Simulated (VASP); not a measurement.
Set up this calculation in VASP 6.6.1, as the native input.

| Item | Value |
| --- | --- |
| Task | single point |
| Functional | PBE-based screened hybrid with 10 % exact exchange |
| Potentials or basis | VASP PAW PBE potentials, release 64 (K_sv, I) |
| Cutoff | 520 eV |
| k mesh | 4 × 4 × 4 |
| Occupations | gaussian, width 0.01 eV |
| Spin | no spin polarisation |
| Dipole correction | no |
| Grid for exact exchange (PRECFOCK) | Normal |
| Share of exact exchange | 0.1 |
| Further INCAR settings | ALGO = Normal; EDIFF = 1e-06; NBANDS = 15 |
| Screening parameter | 0.1 1/Å |

Crystal: KI.

```
K I
1.0
     4.29109    0.00000    0.00000
     0.00000    4.29109    0.00000
     0.00000    0.00000    4.29109
K I
1 1
Direct
  0.00000 0.00000 0.00000
  0.50000 0.50000 0.50000
```

These files were run (other wordings do the same):

POSCAR

```
KI
1.0
    4.2910851346      0.0000000000      0.0000000000
    0.0000000000      4.2910851346      0.0000000000
    0.0000000000      0.0000000000      4.2910851346
K I
1 1
Direct
    0.0000000000      0.0000000000      0.0000000000
    0.5000000000      0.5000000000      0.5000000000
```

INCAR.step1

```
SYSTEM = KI
ALGO     = Normal         ! electronic algorithm
EDIFF    = 1E-5           ! SCF threshold, eV
ENCUT    = 520            ! plane-wave cutoff, eV
GGA      = PE             ! functional
ISIF     = 2              ! what is computed and relaxed
ISMEAR   = 0              ! smearing method
LASPH    = .TRUE.         ! aspherical terms in the spheres
LCHARG   = .FALSE.        ! write CHGCAR
LREAL    = .FALSE.        ! projectors in reciprocal space
LWAVE    = .TRUE.         ! write WAVECAR
NBANDS   = 15             ! bands
NELM     = 60             ! most SCF steps
PREC     = Accurate       ! precision mode
SIGMA    = 0.01           ! smearing width, eV
```

INCAR.step2

```
SYSTEM = KI
AEXX     = 0.1            ! exact-exchange fraction
ALGO     = Normal         ! electronic algorithm
EDIFF    = 1E-6           ! SCF threshold, eV
ENCUT    = 520            ! plane-wave cutoff, eV
GGA      = PE             ! functional
HFSCREEN = 0.1            ! screening, 1/A
ISIF     = 2              ! what is computed and relaxed
ISMEAR   = 0              ! smearing method
ISTART   = 1            
LASPH    = .TRUE.         ! aspherical terms in the spheres
LCHARG   = .FALSE.        ! write CHGCAR
LHFCALC  = .TRUE.         ! exact exchange
LREAL    = .FALSE.        ! projectors in reciprocal space
LWAVE    = .FALSE.        ! write WAVECAR
NBANDS   = 15             ! bands
NELM     = 60             ! most SCF steps
PREC     = Accurate       ! precision mode
PRECFOCK = Normal       
SIGMA    = 0.01           ! smearing width, eV
```

KPOINTS

```
k-points
0
G
  4 4 4
  0 0 0
```

Potentials or basis: VASP PAW PBE potentials, release 64 (K_sv, I).

The run is started by

```sh
$ cat potpaw_PBE.64/K_sv/POTCAR potpaw_PBE.64/I/POTCAR > POTCAR
$ cp INCAR.step1 INCAR
$ mpirun -np 1 vasp_std > vasp.out
$ cp INCAR.step2 INCAR
$ mpirun -np 1 vasp_std > vasp.out
```

Results of the run:

```
Pressure               : 0.4 GPa
Band gap on the k mesh : 3.84 eV (least direct gap 4.21 eV)
```

Caveat: the PAW data sets were made with another functional, which shifts forces and pressure a little; spin-orbit coupling is left out, which moves the levels of the heavy elements.

It took 4.3 min on 1 thread of Oxide Virtual Turin-like Processor, on a shared host, peak memory 0.26 GiB.
